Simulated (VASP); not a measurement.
# In (Fd-3m) in VASP: single point with PBE

Aim: the single point of In with PBE.

Everything below comes from runs of VASP 6.6.1. Logs are shortened: lines on timing, memory, paths and dates and some standing lists are left out, and cuts for length are marked.

### Step 1. The cell of the first run

It takes space group Fd-3m (No. 227, cubic). Conventional cell: a = 6.777 Å, b = 6.777 Å, c = 6.777 Å, α = 90.00°, β = 90.00°, γ = 90.00°. In (site symmetry -43m) has 4 In at 2.93 Å within 3.9 Å.

### Step 2. Single point, PBE

Input file INCAR:

```
ALGO = Normal
EDIFF = 1E-6
ENCUT = 520
GGA = PE
ISIF = 2
ISMEAR = -1
LASPH = T
LCHARG = T
LELF = T
LREAL = F
LVHAR = T
LWAVE = F
NBANDS = 20
NELM = 80
PREC = Accurate
SIGMA = 0.06122561905347299
```

Input file KPOINTS:

```
k-points
0
Gamma
  28 28 28
```

Input file POSCAR:

```
In
1.0
    0.0000000000      3.3883010169      3.3883010169
    3.3883010169      0.0000000000      3.3883010169
    3.3883010169      3.3883010169      0.0000000000
In
2
Direct
    0.0000000000      0.0000000000      0.0000000000
    0.2500000000      0.2500000000      0.2500000000
```

Potentials or basis: VASP PAW PBE potentials, release 64 (In_d).

On the command line:

```sh
> cat potpaw_PBE.64/In_d/POTCAR > POTCAR
> mpirun -np 1 vasp_std > vasp.out
```

OUTCAR:

```text
EDIFF = 1E-6
   ENCUT = 520
   GGA = PE
   ISIF = 2
   ISMEAR = -1
   LASPH = T
   LREAL = F
   NELM = 80
   PREC = Accurate

 ion  position               nearest neighbor table
   1  0.000  0.000  0.000-   2 2.93   2 2.93   2 2.93   2 2.93
   2  0.250  0.250  0.250-   1 2.93   1 2.93   1 2.93   1 2.93

  LATTYP: Found a face centered cubic cell.
 ALAT       =     6.7766020338

  Lattice vectors:

 A1 = (   0.0000000000,   3.3883010169,   3.3883010169)
 A2 = (   3.3883010169,   0.0000000000,   3.3883010169)
 A3 = (   3.3883010169,   3.3883010169,   0.0000000000)

Analysis of symmetry for initial positions (statically):
=====================================================================
 Subroutine PRICEL returns:
 Original cell was already a primitive cell.

 Routine SETGRP: Setting up the symmetry group for a
 face centered cubic supercell.

 Subroutine GETGRP returns: Found 48 space group operations
 (whereof 24 operations were pure point group operations)
 out of a pool of 48 trial point group operations.

The static configuration has the point symmetry T_d .
 The point group associated with its full space group is O_h .

Analysis of symmetry for dynamics (positions and initial velocities):
=====================================================================
 Subroutine PRICEL returns:
 Original cell was already a primitive cell.

 Routine SETGRP: Setting up the symmetry group for a
 face centered cubic supercell.

 Subroutine GETGRP returns: Found 48 space group operations
 (whereof 24 operations were pure point group operations)
 out of a pool of 48 trial point group operations.

The dynamic configuration has the point symmetry T_d .
 The point group associated with its full space group is O_h .

 Subroutine INISYM returns: Found 48 space group operations
 (whereof 24 operations are pure point group operations),
 and found     1 'primitive' translations

----------------------------------------------------------------------------------------

                                     Primitive cell

  volume of cell :      77.7993

  direct lattice vectors                    reciprocal lattice vectors
     0.000000000  3.388301017  3.388301017    -0.147566582  0.147566582  0.147566582
     3.388301017  0.000000000  3.388301017     0.147566582 -0.147566582  0.147566582
     3.388301017  3.388301017  0.000000000     0.147566582  0.147566582 -0.147566582

  length of vectors
     4.791781252  4.791781252  4.791781252     0.255592818  0.255592818  0.255592818

  position of ions in fractional coordinates (direct lattice)
     0.000000000  0.000000000  0.000000000
     0.250000000  0.250000000  0.250000000

  ion indices of the primitive-cell ions
   primitive index   ion index
                 1           1
                 2           2

----------------------------------------------------------------------------------------

 KPOINTS: k-points

Automatic generation of k-mesh.
 Grid dimensions read from file:
 generate k-points for:   28   28   28

 Generating k-lattice:

  Cartesian coordinates                     Fractional coordinates (reciprocal lattice)
    -0.005270235  0.005270235  0.005270235     0.035714286  0.000000000  0.000000000
     0.005270235 -0.005270235  0.005270235     0.000000000  0.035714286  0.000000000
     0.005270235  0.005270235 -0.005270235     0.000000000  0.000000000  0.035714286

  Length of vectors
     0.009128315  0.009128315  0.009128315

  Shift w.r.t. Gamma in fractional coordinates (k-lattice)
     0.000000000  0.000000000  0.000000000

 Subroutine IBZKPT returns following result:
 ===========================================

 Found    624 irreducible k-points:

 Following reciprocal coordinates:
            Coordinates               Weight
  0.000000  0.000000  0.000000      1.000000
  0.035714  0.000000  0.000000      8.000000
  0.071429  0.000000  0.000000      8.000000
  0.107143  0.000000  0.000000      8.000000
  0.142857  0.000000  0.000000      8.000000
  0.178571  0.000000  0.000000      8.000000
[... 16 lines left out ...]
  0.285714  0.035714  0.000000     24.000000
  0.321429  0.035714  0.000000     24.000000
 [... further k-points ...]
   k-points           NKPTS =    624   k-points in BZ     NKDIM =    624   number of bands    NBANDS=     20
   number of dos      NEDOS =    301   number of ions     NIONS =      2
   total plane-waves  NPLWV =  46656
   dimension x,y,z NGX =    36 NGY =   36 NGZ =   36
   dimension x,y,z NGXF=    72 NGYF=   72 NGZF=   72
   ions per type =               2
   NGX,Y,Z   is equivalent  to a cutoff of  12.49, 12.49, 12.49 a.u.
   NGXF,Y,Z  is equivalent  to a cutoff of  24.98, 24.98, 24.98 a.u.
 SYSTEM =  unknown system
   PREC   = accura    normal or accurate (medium, high low for compatibility)
   ISTART =      0    job   : 0-new  1-cont  2-samecut
   ICHARG =      2    charge: 1-file 2-atom 10-const
   ISPIN  =      1    spin polarized calculation?
   LNONCOLLINEAR =      F non collinear calculations
   LSORBIT =      F    spin-orbit coupling
   LASPH  =      T    aspherical Exc in radial PAW
   ENCUT  =  520.0 eV  38.22 Ry    6.18 a.u.   8.91  8.91  8.91*2*pi/ulx,y,z
   NELM   =     80;   NELMIN=  2; NELMDL= -5     # of ELM steps
   EDIFF  = 0.1E-05   stopping-criterion for ELM
   LREAL  =      F    real-space projection
   EDIFFG = 0.1E-04   stopping-criterion for IOM
   NSW    =      0    number of steps for IOM
   IBRION =     -1    ionic relax: 0-MD 1-quasi-New 2-CG
   NFREE  =      0    steps in history (QN), initial steepest desc. (CG)
   ISIF   =      2    stress and relaxation
   ISYM   =      2    0-nonsym 1-usesym 2-fastsym
   POTIM  = 0.5000    time-step for ionic-motion
   TEBEG  =    0.0;   TEEND  =   0.0 temperature during run
   PSTRESS=    0.0 pullay stress
   NELECT =      26.0000    total number of electrons
   NUPDOWN=      -1.0000    fix difference up-down
   EMIN   =  10.00;   EMAX   =-10.00  energy-range for DOS
   EFERMI =   0.00;   METHOD = LEGACY
   ISMEAR =    -1;   SIGMA  =   0.06  broadening in eV -4-tet -1-fermi 0-gaus
   EFERMI_NEDOS =   21; number of points for ismear=-14 and -15
   IALGO  =     38    algorithm
   IMIX   =      4    mixing-type and parameters
     AMIX     =   0.40;   BMIX     =  1.00
     AMIX_MAG =   1.60;   BMIX_MAG =  1.00
  volume/ion in A,a.u.               =      38.90       262.51
  Fermi-wavevector in a.u.,A,eV,Ry     =   1.136076  2.146872 17.560606  1.290668
  Thomas-Fermi vector in A             =   2.272781
   LORBIT       =      0    0 simple, 1 ext, 2 COOP (PROOUT), +10 PAW based schemes
   GGA     = PE    functional components
   LHFCALC =     F    Hartree Fock is set to
   AEXX    =    0.0000 exact exchange contribution
   IVDW    =     0    specifies the selected vdW correction
   LEPSILON=     F    determine dielectric tensor
   LRPA    =     F    only Hartree local field effects (RPA)
 non-spin polarized calculation
  energy-cutoff  :      520.00
  volume of cell :       77.80
 maximum number of plane-waves:      2128
   NGX = 17   NGY = 17   NGZ = 17

 number of electron      25.9999985 magnetization

 Free energy of the ion-electron system (eV)
  ---------------------------------------------------
  ext. energy  EPLUGINS =         0.00000000
  ---------------------------------------------------
  free energy    TOTEN  =        -4.45337207 eV

  energy without entropy =       -4.43202458  energy(sigma->0) =       -4.44269832

 E-fermi :   3.4565     XC(G=0):  -8.2022

 val. band max:        3.4554320947   @ k =  -0.4286   0.3214   0.0357
 cond. band min:       3.4588898126   @ k =   0.4286   0.1429   0.0000
 fundamental gap:      0.0034577179
 Fermi energy:         3.4564697414

 k-point     1 :       0.0000    0.0000    0.0000
  band No.  band energies     occupation
      1     -11.1326      2.00000
      2     -11.1326      2.00000
      3     -11.1326      2.00000
      4     -11.0735      2.00000
      5     -11.0735      2.00000
      6     -10.7066      2.00000
[... 12 lines left out ...]
     19       9.3246      0.00000
     20      12.4289      0.00000

 k-point     2 :       0.0357    0.0000    0.0000
  band No.  band energies     occupation
      1     -11.1342      2.00000
      2     -11.1342      2.00000
      3     -11.1323      2.00000
      4     -11.0713      2.00000
      5     -11.0713      2.00000
      6     -10.7087      2.00000
[... 12 lines left out ...]
     19       9.4072      0.00000
     20      12.1613      0.00000

 k-point     3 :       0.0714    0.0000    0.0000
  band No.  band energies     occupation
      1     -11.1385      2.00000
      2     -11.1385      2.00000
      3     -11.1314      2.00000
      4     -11.0655      2.00000
      5     -11.0655      2.00000
      6     -10.7138      2.00000
[... 12 lines left out ...]
     19       9.6377      0.00000
     20      11.8714      0.00000

 k-point     4 :       0.1071    0.0000    0.0000
  band No.  band energies     occupation
      1     -11.1440      2.00000
      2     -11.1440      2.00000
      3     -11.1298      2.00000
      4     -11.0575      2.00000
      5     -11.0575      2.00000
      6     -10.7205      2.00000
[... 12 lines left out ...]
     19       9.9692      0.00000
     20      11.6300      0.00000

 k-point     5 :       0.1429    0.0000    0.0000
  band No.  band energies     occupation
      1     -11.1498      2.00000
      2     -11.1498      2.00000
      3     -11.1279      2.00000
      4     -11.0486      2.00000
      5     -11.0486      2.00000
      6     -10.7275      2.00000
[... 12 lines left out ...]
     19      10.3207      0.00000
     20      11.4479      0.00000
[... 353 lines left out ...]
      6     -10.7530      2.00000
[... 12 lines left out ...]
     19      10.5958      0.00000
     20      11.1337      0.00000

 k-point    22 :       0.2500    0.0357    0.0000
  band No.  band energies     occupation
      1     -11.1664      2.00000
      2     -11.1600      2.00000
      3     -11.1210      2.00000
      4     -11.0294      2.00000
      5     -11.0190      2.00000
      6     -10.7587      2.00000
[... 12 lines left out ...]
     19      10.5532      0.00000
     20      11.1999      0.00000

 k-point    23 :       0.2857    0.0357    0.0000
  band No.  band energies     occupation
      1     -11.1700      2.00000
      2     -11.1636      2.00000
      3     -11.1177      2.00000
      4     -11.0224      2.00000
      5     -11.0121      2.00000
      6     -10.7631      2.00000
[... 12 lines left out ...]
     19      10.4877      0.00000
     20      11.3282      0.00000

 k-point    24 :       0.3214    0.0357    0.0000
  band No.  band energies     occupation
      1     -11.1727      2.00000
      2     -11.1666      2.00000
      3     -11.1144      2.00000
      4     -11.0163      2.00000
      5     -11.0066      2.00000
      6     -10.7661      2.00000
[... 12 lines left out ...]
     19      10.5008      0.00000
     20      11.5481      0.00000

 [... further k-points ...]

------------------------ aborting loop because EDIFF is reached ----------------------------------------

  FORCE on cell =-STRESS in cart. coord.  units (eV):
  Direction    XX          YY          ZZ          XY          YZ          ZX
  --------------------------------------------------------------------------------------
  -------------------------------------------------------------------------------------
  Total       -0.1884499     -0.1884499     -0.1884499      0.0000000      0.0000000      0.0000000
  in kB       -3.8808835     -3.8808835     -3.8808835      0.0000000      0.0000000      0.0000000
  external PRESSURE =      -3.8808835 kB  Pullay stress =       0.0000000 kB

 VOLUME and BASIS-vectors are now :
 -----------------------------------------------------------------------------
  energy-cutoff  :      520.00
  volume of cell :       77.80
      direct lattice vectors                 reciprocal lattice vectors
     0.000000000  3.388301017  3.388301017    -0.147566582  0.147566582  0.147566582
     3.388301017  0.000000000  3.388301017     0.147566582 -0.147566582  0.147566582
     3.388301017  3.388301017  0.000000000     0.147566582  0.147566582 -0.147566582

 POSITION                                       TOTAL-FORCE (eV/Angst)
 -----------------------------------------------------------------------------------
      0.00000      0.00000      0.00000         0.000000      0.000000      0.000000
      1.69415      1.69415      1.69415        -0.000000     -0.000000     -0.000000
 -----------------------------------------------------------------------------------
    total drift:                                0.000000      0.000000      0.000000

  FREE ENERGIE OF THE ION-ELECTRON SYSTEM (eV)
  ---------------------------------------------------
  free  energy   TOTEN  =        -4.4533720680 eV

  energy  without entropy=       -4.4320245767  energy(sigma->0) =       -4.44269832
```

Wall time 22 min (1 thread of AMD EPYC 7R13 (Zen 3), shared host); peak memory 0.77 GiB.

Results:

```
Free energy            : -4.4534 eV
Pressure               : -0.4 GPa
Band gap on the k mesh : zero (band 13 reaches 5.66 eV, above the bottom of band 14 at 2.44 eV)
```

Levels at points of the mesh, in eV from the Fermi level:
```tsv
k point	band 10	band 11	band 12	band 13	band 14	band 15	band 16	band 17
(0.00, 0.00, 0.00)	-14.13	-7.74	1.77	2.20	2.20	2.20	3.87	3.87
(0.50, 0.00, 0.00)	-14.09	-6.13	-3.82	0.99	0.99	1.96	4.77	4.77
(0.50, 0.50, 0.00)	-14.06	-4.78	-4.78	-0.38	-0.38	2.39	2.39	9.22
```

Caveat: spin-orbit coupling is left out, which moves the levels of the heavy elements.
